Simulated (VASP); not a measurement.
Input of a VASP 6.6.1 run:

INCAR

```
ALGO = Fast
EDIFF = 1E-7
EDIFFG = -0.04
ENCUT = 600
GGA = PE
IBRION = 2
ISIF = 3
ISMEAR = 0
LASPH = True
LCHARG = False
LREAL = False
LWAVE = False
NELM = 60
NSW = 90
PREC = Accurate
SIGMA = 0.1
```

File KPOINTS:

```
k-points
0
Gamma
  6 6 4
```

Contents of POSCAR:

```
Bi3Te2
1.0
    5.5456020619      0.0000000000      0.0000000000
   -2.7728010309      4.8026322649      0.0000000000
    0.0000000000      0.0000000000      6.8416798603
Bi Te
3 2
Direct
    0.0000000000      0.0000000000      0.0000000000
    0.3333333333      0.6666666667      0.7497904594
    0.6666666667      0.3333333333      0.2502095406
    0.3333333333      0.6666666667      0.2112579565
    0.6666666667      0.3333333333      0.7887420435
```

Potentials or basis: VASP PAW PBE potentials, release 64 (Bi_d, Te).

Launch:

```bash
$ cat potpaw_PBE.64/Bi_d/POTCAR potpaw_PBE.64/Te/POTCAR > POTCAR
$ mpirun -np 1 vasp_std > vasp.out
```

(1) Predict the relaxed volume.

(2) Estimate the relaxed cell.

(3) Estimate the space group after relaxing (to 0.1 Å).

(4) Estimate the band gap on the k mesh.

## Answers

(1) 36.07 Å³/atom.

(2) a = 5.668 Å, b = 5.668 Å, c = 6.483 Å, α = 90.00°, β = 90.00°, γ = 120.00°.

(3) P-3m1 (No. 164).

(4) zero (an odd number of electrons rules out a gap without spin polarisation).

Caveat: spin-orbit coupling is left out, which moves the levels of the heavy elements.
